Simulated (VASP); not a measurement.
EuS, 4 atoms in the cell. It takes space group Fm-3m (No. 225, cubic). The conventional cell has a = 5.957 Å, b = 5.957 Å, c = 5.957 Å, α = 90.00°, β = 90.00°, γ = 90.00°. Eu (site symmetry m-3m) has 6 S at 2.98 Å within 3.9 Å. S (site symmetry m-3m) has 6 Eu at 2.98 Å within 3.9 Å. 

- Program: VASP 6.6.1
- Task: single point
- Functional: PBEsol
- Potentials or basis: VASP PAW PBE potentials, release 64 (Eu, S)
- Cutoff: 600 eV
- k mesh: 6 × 6 × 6
- Occupations: gaussian, width 0.05 eV
- Spin: collinear spin, antiferromagnetic start
- Starting moments: [7.55, -7.55, 0.03, -0.03] μB
- Hubbard terms: Eu f U = 8.0 eV
- Dipole correction: no
- Further INCAR settings: ALGO = Normal; EDIFF = 1e-06; NBANDS = 35

Potentials or basis: VASP PAW PBE potentials, release 64 (Eu, S).

Launch:

```console
$ cat potpaw_PBE.64/Eu/POTCAR potpaw_PBE.64/S/POTCAR > POTCAR
$ mpirun -np 1 vasp_std > vasp.out
```

Hardware: 1 thread of Intel Xeon 8259CL, with other jobs on the host.

Question: Estimate the wall time of this run.

Answer: Wall time 28 min on 1 thread of Intel Xeon 8259CL, with other jobs on the host, peak memory 0.69 GiB. Counts: scf iterations 19, k points 40.
